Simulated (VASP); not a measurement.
Wanted: the native input for a VASP 6.6.1 run.

| Quantity | Value |
| --- | --- |
| Task | single point |
| Functional | PBE |
| Potentials or basis | VASP PAW PBE potentials, release 64 (Al, Au) |
| Cutoff | 520 eV |
| k mesh | 4 × 4 × 4 |
| Occupations | gaussian, width 0.1 eV |
| Spin | no spin polarisation |
| Dipole correction | no |
| Further INCAR settings | ALGO = Fast; EDIFF = 1e-07; NBANDS = 26 |

The structure of Al2Au lies in POSCAR:

```
Al2Au
1.0
    0.0002411309      5.0826951407      5.7277036578
    5.7174825728      0.0176178319      5.7098889795
    5.7503900744      5.0982163050     -0.0144052520
Al Au
4 2
Direct
    0.1458967971      0.0858892651      0.1454901158
    0.6211080010      0.1455798470      0.0881160625
    0.0881762638      0.1454703794      0.6214292203
    0.1460050943      0.6221515235      0.1460448313
   -0.0006910589      0.0018662235     -0.0018337686
    0.2495049025      0.2490427614      0.2507535388
```

One way to write it, as run:

INCAR

```
SYSTEM = Al2Au
PREC = Accurate
ENCUT = 520
EDIFF = 1E-7
ISMEAR = 0
SIGMA = 0.1
LREAL = .False.
LASPH = .True.
NELM = 80
ALGO = Fast
ISIF = 2
LWAVE = .False.
LCHARG = .True.
GGA = PE
LELF = .True.
LVHAR = .True.
NBANDS = 26
```

KPOINTS

```
Automatic mesh
0
Gamma
  4 4 4
  0 0 0
```

Potentials or basis: VASP PAW PBE potentials, release 64 (Al, Au).

Launch:

```bash
$ cat potpaw_PBE.64/Al/POTCAR potpaw_PBE.64/Au/POTCAR > POTCAR
$ mpirun -np 1 vasp_std > vasp.out
```

Results of the run:

```yaml
Pressure: -0.1 GPa
Largest_force: 0.009 eV/Å
Band_gap_on_the_k_mesh: zero (bands 17 and 18 overlap by 0.89 eV)
```

Caveat: spin-orbit coupling is left out, which moves the levels of the heavy elements.

Run time: 17 min on 1 thread of AMD EPYC 7R13, with other jobs on the host, peak memory 0.62 GiB.
